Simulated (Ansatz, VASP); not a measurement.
## One calculation of Hf, two programs

INCAR

```
SYSTEM = Hf
PREC = Accurate ; ENCUT = 520
EDIFF = 1E-7 ; ISMEAR = 0
SIGMA = 0.15 ; LREAL = .False.
LASPH = .True. ; NELM = 80
ALGO = Normal ; ISIF = 2
LWAVE = .False. ; LCHARG = .False.
GGA = PE ; NBANDS = 11
```

File KPOINTS:

```
Automatic mesh
0
Gamma
  18 18 18
  0 0 0
```

POSCAR

```
Hf
1.0
    0.0000000000      2.0424000000      2.2200000000
    2.0424000000      0.0000000000      2.2200000000
    2.0424000000      2.0424000000      0.0000000000
Hf
1
Direct
    0.0000000000      0.0000000000      0.0000000000
```

Input for Ansatz:

```yaml
crystal:
  lattice:
    - [0.0, 2.0424, 2.22]
    - [2.0424, 0.0, 2.22]
    - [2.0424, 2.0424, 0.0]
  atoms:
    - { symbol: Hf, position: [0.0, 0.0, 0.0] }
basis:
  ecutwfc: 420
kpoints:
  mp_grid: { grid: [18, 18, 18] }
hamiltonian:
  xc: pbe
scf:
  occupations: { method: gaussian, width: 0.15 }
output:
  forces: true
  stress: true
  eigenvalues: true
```

Change from the starting cell: strain -0.080 along x and y, +0.000 along z, atoms carried along.

Alike in both runs: task single point; functional PBE; k mesh 18 × 18 × 18; occupations gaussian, width 0.15 eV; no spin polarisation.

|  | VASP | Ansatz |
| --- | --- | --- |
| version | VASP 6.6.1 | Ansatz 0.2.0 |
| potentials or method | VASP PAW PBE potentials, release 64 (Hf_pv), cutoff 520 eV | scalar-relativistic, plane waves, PAW |
| valence electrons in the cell | 10 | 26 |

```tsv
	VASP	Ansatz	Ansatz less VASP
gap on the k mesh at the Fermi level (eV)	none	none	-
pressure (GPa)	27.1	27.6	+0.52
traceless stress, the component that is largest in VASP (GPa)	-3.03	-2.99	+0.038
```

A gap of «none» marks a metal or a gap that the smearing closes. VASP's potentials hold 10 valence electrons a cell and Ansatz's 26, so a difference there can come from the potentials and not from the codes.

Spin-orbit coupling is off throughout.
